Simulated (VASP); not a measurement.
Set up this calculation in VASP 6.6.1, as the native input.

| Property | Result |
| --- | --- |
| Task | single point |
| Functional | PBE |
| Potentials or basis | VASP PAW PBE potentials, release 64 (Ta_pv, I) |
| Cutoff | 520 eV |
| k mesh | 3 × 3 × 4 |
| Occupations | gaussian, width 0.1 eV |
| Spin | no spin polarisation |
| Dipole correction | no |
| Further INCAR settings | ALGO = Normal; EDIFF = 1e-06; NBANDS = 36 |

The structure of TaI lies in POSCAR:

```
TaI
1.0
    6.2358705713      0.0000000000      0.0000000000
   -3.1179352857      5.4004223295      0.0000000000
    0.0000000000      0.0000000000      5.0312137564
Ta I
3 3
Direct
    0.5000000000      0.0000000000      0.0000000000
    0.5000000000      0.5000000000      0.0000000000
    0.0000000000      0.5000000000      0.0000000000
    0.0000000000      0.0000000000      0.0000000000
    0.3333333333      0.6666666667      0.5000000000
    0.6666666667      0.3333333333      0.5000000000
```

The input as run:

INCAR

```
ALGO = Normal ; EDIFF = 1E-6
ENCUT = 520 ; GGA = PE
ISIF = 2 ; ISMEAR = 0
LASPH = T ; LCHARG = F
LREAL = F ; LWAVE = F
NBANDS = 36 ; NELM = 60
PREC = Accurate ; SIGMA = 0.1
```

KPOINTS

```
k-points
0
Gamma
  3 3 4
```

Potentials or basis: VASP PAW PBE potentials, release 64 (Ta_pv, I).

The run is started by

```console
$ cat potpaw_PBE.64/Ta_pv/POTCAR potpaw_PBE.64/I/POTCAR > POTCAR
$ mpirun -np 1 vasp_std > vasp.out
```

It gave:

```yaml
Pressure: -6.3 GPa
Band_gap_on_the_k_mesh: zero (band 27 reaches 6.29 eV, above the bottom of band 28 at 5.80 eV)
```

Caveat: the k points lie up to 0.39 Å⁻¹ apart; spin-orbit coupling is left out, which moves the levels of the heavy elements.

Wall time 28 s on 1 thread of Intel(R) Xeon(R) 6975P-C (Granite Rapids), on a shared host, peak memory 0.29 GiB.
